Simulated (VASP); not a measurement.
Input of a VASP 6.6.1 run:

File POSCAR:

```
Li
1.0
    0.0000000000      2.1890237976      2.1890237976
    2.1890237976      0.0000000000      2.1890237976
    2.1890237976      2.1890237976      0.0000000000
Li
1
Direct
    0.0000000000      0.0000000000      0.0000000000
```

INCAR.step1

```
SYSTEM = Li
PREC = Accurate ; ENCUT = 600
ISMEAR = -1 ; SIGMA = 0.08
LREAL = .FALSE. ; LASPH = .TRUE.
NELM = 100 ; GGA = PE
ALGO = Normal ; EDIFF = 1E-4
LWAVE = .TRUE. ; LCHARG = .FALSE.
```

File INCAR.step2:

```
SYSTEM = Li
PREC = Accurate ; ENCUT = 600
EDIFF = 1E-6 ; ISMEAR = -1
SIGMA = 0.08 ; LREAL = .FALSE.
LASPH = .TRUE. ; NELM = 100
ALGO = Normal ; ISIF = 3
LWAVE = .FALSE. ; LCHARG = .FALSE.
METAGGA = R2SCAN ; LMIXTAU = .TRUE.
IBRION = 2 ; NSW = 100
EDIFFG = -0.002 ; PSTRESS = 40.0
ISTART = 1
```

KPOINTS

```
regular mesh
0
G
  22 22 22
  0 0 0
```

Potentials or basis: VASP PAW PBE potentials, release 64 (Li_sv).

The run is started by

```bash
$ cat potpaw_PBE.64/Li_sv/POTCAR > POTCAR
$ cp INCAR.step1 INCAR
$ mpirun -np 1 vasp_std > vasp.out
$ cp INCAR.step2 INCAR
$ mpirun -np 1 vasp_std > vasp.out
```

Question: What does it give for the space group after relaxing (to 0.1 Å)?

Answer: Fm-3m (No. 225).

Question: Estimate the relaxed volume.

Answer: 16.77 Å³/atom.

Question: Estimate the relaxed cell.

Answer: a = 2.873 Å, b = 2.873 Å, c = 2.873 Å, α = 60.00°, β = 60.00°, γ = 60.00°.

Step by step:
```csv
step,energy change (eV),largest force (eV/Å),pressure (GPa),volume (Å³)
1,0.0000,0.0000,-0.14,20.98
2,0.0041,0.0000,0.59,19.38
3,0.1004,0.0000,7.50,15.07
4,0.0369,0.0000,3.68,16.89
5,0.0413,0.0000,4.13,16.71
6,0.0392,0.0000,3.93,16.79
7,0.0393,0.0000,3.93,16.79
8,0.0393,0.0000,3.93,16.79
9,0.0393,0.0000,3.94,16.79
10,0.0393,0.0000,3.94,16.79
11,0.0393,0.0000,3.94,16.79
12,0.0393,0.0000,3.94,16.79
13,0.0393,0.0000,3.94,16.79
14,0.0393,0.0000,3.94,16.79
15,0.0393,0.0000,3.94,16.79
16,0.0393,0.0000,3.94,16.79
17,0.0394,0.0000,3.95,16.79
18,0.0395,0.0000,3.96,16.78
19,0.0398,0.0000,3.99,16.77
```

Caveat: the cutoff is under 1.25 times the usual one of these potentials, so pressure, stress and relaxed cells hold a basis-set (Pulay) error; the cell is relaxed towards a set pressure, so the run minimises the enthalpy, not the energy; the volume moved by over 15 % at a fixed basis, so the end points are rough; the PAW data sets were made with another functional, which shifts forces and pressure a little.
